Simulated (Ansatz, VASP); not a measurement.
## Ge: VASP beside Ansatz

```
Ge
1.0
     0.00000    2.83785    2.83785
     2.83785    0.00000    2.83785
     2.83785    2.83785    0.00000
Ge
2
Direct
  0.00000 0.00000 0.00000
  0.25000 0.25000 0.25000
```

Alike in both runs: functional PBEsol; k mesh 10 × 10 × 10; occupations gaussian, width 0.1 eV; no spin polarisation.

Ansatz relaxed the structure, and its values are those at the end. VASP's run is a single point on that final structure, the one shown.

|  | VASP | Ansatz |
| --- | --- | --- |
| version | VASP 6.6.1 | Ansatz 0.2.0 |
| potentials or method | VASP PAW PBE potentials, release 64 (Ge_d), cutoff 520 eV | plane-wave PAW, scalar-relativistic |
| valence electrons in the cell | 28 | 28 |

VASP gave:

```
pressure (GPa) : -0.1
```

**Question.** What did Ansatz give for the same quantities?

**Answer.** Pressure (GPa): 0.0.

VASP's potentials were made for PBE, not for PBEsol, and Ansatz warns of the same on its side. The functional is the same, so the differences come from potentials, cutoffs and numerics.
